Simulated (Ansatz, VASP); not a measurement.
# One calculation of SnTe, two programs

```
Sn Te
1.0
     0.00000    3.23894    3.23894
     3.23894    0.00000    3.23894
     3.23894    3.23894    0.00000
Sn Te
1 1
Direct
  0.00000 0.00000 0.00000
  0.50000 0.50000 0.50000
```

Alike in both runs: task single point; functional PBE; k mesh 6 × 6 × 6; occupations fermi-dirac, width 0.02 eV; no spin polarisation.

```csv
,VASP,Ansatz
version,VASP 6.6.1,Ansatz 0.2.0
potentials or method,"VASP PAW PBE potentials, release 64 (Sn_d, Te)","plane waves, PAW"
plane-wave cutoff (eV),500,420
valence electrons in the cell,20,30
```

|  | VASP | Ansatz | Ansatz less VASP |
| --- | --- | --- | --- |
| pressure (GPa) | -1.2 | -1.1 | +0.06 |

VASP's potentials hold 20 valence electrons a cell and Ansatz's 30, so a difference there can come from the potentials and not from the codes.

Neither program's run includes spin-orbit coupling.
